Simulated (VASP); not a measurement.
# Ti16S in VASP: single point with PBE

Aim: the single point of Ti16S with PBE.

Everything below comes from runs of VASP 6.6.1. Logs are shortened: lines on timing, memory, paths and dates and some standing lists are left out, and cuts for length are marked.

**1. The cell of the first run**

The cell holds a slab with vacuum, 17 atoms: a = 6.511 Å, b = 6.511 Å, c = 20.179 Å, α = 90.00°, β = 90.00°, γ = 90.00°.

**2. Single point, PBE**

File INCAR:

```
SYSTEM = Ti16S
PREC     = Accurate       ! precision mode
ENCUT    = 520            ! plane-wave cutoff, eV
EDIFF    = 1E-6           ! SCF threshold, eV
ISMEAR   = 0              ! smearing method
SIGMA    = 0.1            ! smearing width, eV
LREAL    = Auto         
LASPH    = .TRUE.         ! aspherical terms in the spheres
NELM     = 100            ! most SCF steps
ALGO     = Normal         ! electronic algorithm
ISIF     = 2              ! what is computed and relaxed
LWAVE    = .FALSE.        ! write WAVECAR
LCHARG   = .TRUE.         ! write CHGCAR
LDIPOL   = .TRUE.       
IDIPOL   = 3            
DIPOL    = 0.5 0.5 0.328
GGA      = PE             ! functional
LELF     = .TRUE.         ! ELF
LVHAR    = .TRUE.       
LVACPOTAV= .TRUE.       
NBANDS   = 113            ! bands
```

File KPOINTS:

```
regular mesh
0
G
  4 4 1
  0 0 0
```

File POSCAR:

```
Ti16S
1.0
    6.5106718526      0.0000000000      0.0000000000
    0.0000000000      6.5106718526      0.0000000000
    0.0000000000      0.0000000000     20.1793674177
Ti S
16 1
Direct
    0.2500000000      0.2500000000      0.1982222692
    0.2500000000      0.7500000000      0.1982222692
    0.7500000000      0.2500000000      0.1982222692
    0.7500000000      0.7500000000      0.1982222692
    0.0000000000      0.0000000000      0.2788822785
    0.0000000000      0.5000000000      0.2788822785
    0.5000000000      0.0000000000      0.2788822785
    0.5000000000      0.5000000000      0.2788822785
    0.2500000000      0.2500000000      0.3551865279
    0.2500000000      0.7500000000      0.3551865279
    0.7500000000      0.2500000000      0.3551865279
    0.7500000000      0.7500000000      0.3551865279
    0.0000000000      0.0000000000      0.4301109761
    0.0000000000      0.5000000000      0.4301109761
    0.5000000000      0.0000000000      0.4301109761
    0.5000000000      0.5000000000      0.4301109761
    0.0000000000      0.1875000000      0.5208811402
```

Potentials or basis: VASP PAW PBE potentials, release 64 (Ti_sv, S).

Started as:

```console
cat potpaw_PBE.64/Ti_sv/POTCAR potpaw_PBE.64/S/POTCAR > POTCAR
mpirun -np 1 vasp_std > vasp.out
```

OUTCAR:

```text
SYSTEM = Ti16S
   PREC = Accurate
   ENCUT = 520
   EDIFF = 1E-6
   ISMEAR = 0
   LREAL = Auto
   LASPH = .TRUE.
   NELM = 100
   ISIF = 2
   GGA = PE

 ion  position               nearest neighbor table
   1  0.250  0.250  0.198-   5 2.82   6 2.82   7 2.82   8 2.82
   2  0.250  0.750  0.198-   5 2.82   6 2.82   7 2.82   8 2.82
   3  0.750  0.250  0.198-   5 2.82   6 2.82   7 2.82   8 2.82
   4  0.750  0.750  0.198-   5 2.82   6 2.82   7 2.82   8 2.82
   5  0.000  0.000  0.279-   9 2.77  10 2.77  11 2.77  12 2.77   1 2.82   2 2.82   3 2.82   4 2.82

   6  0.000  0.500  0.279-   9 2.77  10 2.77  11 2.77  12 2.77   1 2.82   2 2.82   3 2.82   4 2.82

   7  0.500  0.000  0.279-   9 2.77  10 2.77  11 2.77  12 2.77   1 2.82   2 2.82   3 2.82   4 2.82

   8  0.500  0.500  0.279-   9 2.77  10 2.77  11 2.77  12 2.77   1 2.82   2 2.82   3 2.82   4 2.82

   9  0.250  0.250  0.355-  13 2.75  14 2.75  15 2.75  16 2.75   5 2.77   6 2.77   7 2.77   8 2.77

  10  0.250  0.750  0.355-  13 2.75  14 2.75  15 2.75  16 2.75   5 2.77   6 2.77   7 2.77   8 2.77

  11  0.750  0.250  0.355-  13 2.75  14 2.75  15 2.75  16 2.75   5 2.77   6 2.77   7 2.77   8 2.77

  12  0.750  0.750  0.355-  13 2.75  14 2.75  15 2.75  16 2.75   5 2.77   6 2.77   7 2.77   8 2.77

  13  0.000  0.000  0.430-  17 2.20  10 2.75  11 2.75  12 2.75   9 2.75
  14  0.000  0.500  0.430-  17 2.74  10 2.75  11 2.75  12 2.75   9 2.75
  15  0.500  0.000  0.430-   9 2.75  10 2.75  11 2.75  12 2.75
  16  0.500  0.500  0.430-   9 2.75  10 2.75  11 2.75  12 2.75
  17  0.000  0.188  0.521-  13 2.20  14 2.74

  LATTYP: Found a simple tetragonal cell.
 ALAT       =     6.5106718526
 C/A-ratio  =     3.0994293484

  Lattice vectors:

 A1 = (   6.5106718526,   0.0000000000,   0.0000000000)
 A2 = (   0.0000000000,   6.5106718526,   0.0000000000)
 A3 = (   0.0000000000,   0.0000000000,  20.1793674177)

Analysis of symmetry for initial positions (statically):
=====================================================================
 Subroutine PRICEL returns:
 Original cell was already a primitive cell.

 Routine SETGRP: Setting up the symmetry group for a
 simple tetragonal supercell.

 Subroutine GETGRP returns: Found  2 space group operations
 (whereof  2 operations were pure point group operations)
 out of a pool of 16 trial point group operations.

The static configuration has the point symmetry C_1h.

Analysis of symmetry for dynamics (positions and initial velocities):
=====================================================================
 Subroutine PRICEL returns:
 Original cell was already a primitive cell.

 Routine SETGRP: Setting up the symmetry group for a
 simple tetragonal supercell.

 Subroutine GETGRP returns: Found  2 space group operations
 (whereof  2 operations were pure point group operations)
 out of a pool of 16 trial point group operations.

The dynamic configuration has the point symmetry C_1h.

 Subroutine INISYM returns: Found  2 space group operations
 (whereof  2 operations are pure point group operations),
 and found     1 'primitive' translations

----------------------------------------------------------------------------------------

                                     Primitive cell

  volume of cell :     855.3801

  direct lattice vectors                    reciprocal lattice vectors
     6.510671853  0.000000000  0.000000000     0.153593980  0.000000000  0.000000000
     0.000000000  6.510671853  0.000000000     0.000000000  0.153593980  0.000000000
     0.000000000  0.000000000 20.179367418     0.000000000  0.000000000  0.049555567

  length of vectors
     6.510671853  6.510671853 20.179367418     0.153593980  0.153593980  0.049555567

  position of ions in fractional coordinates (direct lattice)
     0.250000000  0.250000000  0.198222269
     0.250000000  0.750000000  0.198222269
     0.750000000  0.250000000  0.198222269
     0.750000000  0.750000000  0.198222269
     0.000000000  0.000000000  0.278882278
     0.000000000  0.500000000  0.278882278
[... 9 lines left out ...]
     0.500000000  0.500000000  0.430110976
     0.000000000  0.187500000  0.520881140

  ion indices of the primitive-cell ions
   primitive index   ion index
                 1           1
                 2           2
                 3           3
                 4           4
                 5           5
                 6           6
[... 9 lines left out ...]
                16          16
                17          17

----------------------------------------------------------------------------------------

 KPOINTS: regular mesh

Automatic generation of k-mesh.
 Grid dimensions read from file:
 generate k-points for:    4    4    1

 Generating k-lattice:

  Cartesian coordinates                     Fractional coordinates (reciprocal lattice)
     0.038398495  0.000000000  0.000000000     0.250000000  0.000000000  0.000000000
     0.000000000  0.038398495  0.000000000     0.000000000  0.250000000  0.000000000
     0.000000000  0.000000000  0.049555567     0.000000000  0.000000000  1.000000000

  Length of vectors
     0.038398495  0.038398495  0.049555567

  Shift w.r.t. Gamma in fractional coordinates (k-lattice)
     0.000000000  0.000000000  0.000000000

 Subroutine IBZKPT returns following result:
 ===========================================

 Found      9 irreducible k-points:

 Following reciprocal coordinates:
            Coordinates               Weight
  0.000000  0.000000  0.000000      1.000000
  0.250000  0.000000  0.000000      2.000000
  0.000000  0.250000  0.000000      2.000000
  0.500000  0.000000  0.000000      1.000000
  0.000000  0.500000  0.000000      1.000000
  0.250000  0.250000  0.000000      4.000000
  0.500000  0.250000  0.000000      2.000000
 -0.250000  0.500000  0.000000      2.000000
  0.500000  0.500000  0.000000      1.000000
   k-points           NKPTS =      9   k-points in BZ     NKDIM =      9   number of bands    NBANDS=    113
   number of dos      NEDOS =    301   number of ions     NIONS =     17
   total plane-waves  NPLWV = 345600
   dimension x,y,z NGX =    48 NGY =   48 NGZ =  150
   dimension x,y,z NGXF=    96 NGYF=   96 NGZF=  300
   ions per type =              16   1
   NGX,Y,Z   is equivalent  to a cutoff of  12.26, 12.26, 12.36 a.u.
   NGXF,Y,Z  is equivalent  to a cutoff of  24.51, 24.51, 24.72 a.u.
 SYSTEM =  Ti16S
   PREC   = accura    normal or accurate (medium, high low for compatibility)
   ISTART =      0    job   : 0-new  1-cont  2-samecut
   ICHARG =      2    charge: 1-file 2-atom 10-const
   ISPIN  =      1    spin polarized calculation?
   LNONCOLLINEAR =      F non collinear calculations
   LSORBIT =      F    spin-orbit coupling
   LASPH  =      T    aspherical Exc in radial PAW
   ENCUT  =  520.0 eV  38.22 Ry    6.18 a.u.  12.11 12.11 37.52*2*pi/ulx,y,z
   NELM   =    100;   NELMIN=  2; NELMDL= -5     # of ELM steps
   EDIFF  = 0.1E-05   stopping-criterion for ELM
   LREAL  =      T    real-space projection
   EDIFFG = 0.1E-04   stopping-criterion for IOM
   NSW    =      0    number of steps for IOM
   IBRION =     -1    ionic relax: 0-MD 1-quasi-New 2-CG
   NFREE  =      0    steps in history (QN), initial steepest desc. (CG)
   ISIF   =      2    stress and relaxation
   ISYM   =      2    0-nonsym 1-usesym 2-fastsym
   POTIM  = 0.5000    time-step for ionic-motion
   TEBEG  =    0.0;   TEEND  =   0.0 temperature during run
   PSTRESS=    0.0 pullay stress
   NELECT =     198.0000    total number of electrons
   NUPDOWN=      -1.0000    fix difference up-down
   EMIN   =  10.00;   EMAX   =-10.00  energy-range for DOS
   EFERMI =   0.00;   METHOD = LEGACY
   ISMEAR =     0;   SIGMA  =   0.10  broadening in eV -4-tet -1-fermi 0-gaus
   EFERMI_NEDOS =   21; number of points for ismear=-14 and -15
   IALGO  =     38    algorithm
   IMIX   =      4    mixing-type and parameters
     AMIX     =   0.40;   BMIX     =  1.00
     AMIX_MAG =   1.60;   BMIX_MAG =  1.00
  volume/ion in A,a.u.               =      50.32       339.55
  Fermi-wavevector in a.u.,A,eV,Ry     =   1.005179  1.899513 13.747126  1.010385
  Thomas-Fermi vector in A             =   2.137842
   LORBIT       =      0    0 simple, 1 ext, 2 COOP (PROOUT), +10 PAW based schemes
   GGA     = PE    functional components
   LHFCALC =     F    Hartree Fock is set to
   AEXX    =    0.0000 exact exchange contribution
   IVDW    =     0    specifies the selected vdW correction
   LEPSILON=     F    determine dielectric tensor
   LRPA    =     F    only Hartree local field effects (RPA)
 non-spin polarized calculation
 Gauss-broadening in eV      SIGMA  =   0.10
  energy-cutoff  :      520.00
  volume of cell :      855.38
 maximum number of plane-waves:     23060
   NGX = 25   NGY = 25   NGZ = 75

 dipolmoment           0.000000      0.000000     -0.009967 electrons x Angstroem

 number of electron     198.0000090 magnetization

 dipolmoment           0.000000      0.000000      0.305671 electrons x Angstroem

 Free energy of the ion-electron system (eV)
  ---------------------------------------------------
  ext. energy  EPLUGINS =         0.00000000
  ---------------------------------------------------
  free energy    TOTEN  =      -121.70333793 eV

  energy without entropy =     -121.51906828  energy(sigma->0) =     -121.61120310

 E-fermi :   0.4033     XC(G=0):  -4.9503

 val. band max:        0.4003113338   @ k =   0.0000   0.5000   0.0000
 cond. band min:       0.4118500548   @ k =   0.0000   0.0000   0.0000
 fundamental gap:      0.0115387210
 Fermi energy:         0.4032877468

 k-point     1 :       0.0000    0.0000    0.0000
  band No.  band energies     occupation
      1     -56.6629      2.00000
      2     -56.6492      2.00000
      3     -56.6473      2.00000
      4     -56.6372      2.00000
      5     -56.5551      2.00000
      6     -56.5477      2.00000
[... 103 lines left out ...]
    110       1.2856      0.00000
    111       1.3210      0.00000
[... 910 lines left out ...]
    110       1.0416      0.00000
    111       1.0575      0.00000
 [bands above 111 left out]

------------------------ aborting loop because EDIFF is reached ----------------------------------------

  FORCE on cell =-STRESS in cart. coord.  units (eV):
  Direction    XX          YY          ZZ          XY          YZ          ZX
  --------------------------------------------------------------------------------------
  -------------------------------------------------------------------------------------
  Total      -10.1637096    -11.4183331     -3.0491095      0.0000000      2.1593456      0.0000000
  in kB      -19.0372262    -21.3872099     -5.7111615      0.0000000      4.0445814      0.0000000
  external PRESSURE =     -15.3785325 kB  Pullay stress =       0.0000000 kB

 VOLUME and BASIS-vectors are now :
 -----------------------------------------------------------------------------
  energy-cutoff  :      520.00
  volume of cell :      855.38
      direct lattice vectors                 reciprocal lattice vectors
     6.510671853  0.000000000  0.000000000     0.153593980  0.000000000  0.000000000
     0.000000000  6.510671853  0.000000000     0.000000000  0.153593980  0.000000000
     0.000000000  0.000000000 20.179367418     0.000000000  0.000000000  0.049555567

 POSITION                                       TOTAL-FORCE (eV/Angst)
 -----------------------------------------------------------------------------------
      1.62767      1.62767      4.00000         0.016654     -0.005933      0.557238
      1.62767      4.88300      4.00000        -0.002010     -0.007312      0.551867
      4.88300      1.62767      4.00000        -0.016654     -0.005933      0.557238
      4.88300      4.88300      4.00000         0.002010     -0.007312      0.551867
      0.00000      0.00000      5.62767         0.000000      0.038509     -0.697674
      0.00000      3.25534      5.62767         0.000000      0.094208     -0.476437
[... 9 lines left out ...]
      3.25534      3.25534      8.67937         0.000000      0.239448     -0.300198
      0.00000      1.22075     10.51105         0.000000      1.202466     -0.010053
 -----------------------------------------------------------------------------------
    total drift:                                0.000000      0.000850      0.133829

  FREE ENERGIE OF THE ION-ELECTRON SYSTEM (eV)
  ---------------------------------------------------
  free  energy   TOTEN  =      -121.7033379300 eV

  energy  without entropy=     -121.5190682762  energy(sigma->0) =     -121.61120310

 vacuum level on the upper side and lower side of the slab         4.922         3.617
```

It took 25 min on 1 thread of AMD EPYC 9R45 (Zen 5), shared host; peak memory 0.98 GiB.

Results:

```yaml
Free_energy: -121.7033 eV
Largest_force: 1.256 eV/Å
Band_gap_on_the_k_mesh: zero (bands 99 and 100 overlap by 0.23 eV)
```

Forces on the atoms (eV/Å):
```
Ti   0.017 -0.006  0.557
Ti  -0.002 -0.007  0.552
Ti  -0.017 -0.006  0.557
Ti   0.002 -0.007  0.552
Ti   0.000  0.039 -0.698
Ti   0.000  0.094 -0.476
Ti   0.000  0.089 -0.500
Ti   0.000 -0.094 -0.562
Ti   0.150  0.098 -0.276
Ti   0.364 -0.172 -0.133
Ti  -0.150  0.098 -0.276
Ti  -0.364 -0.172 -0.133
Ti   0.000 -0.564  0.127
Ti   0.000 -0.731  1.022
Ti   0.000 -0.098 -0.003
Ti   0.000  0.239 -0.300
S    0.000  1.202 -0.010
```
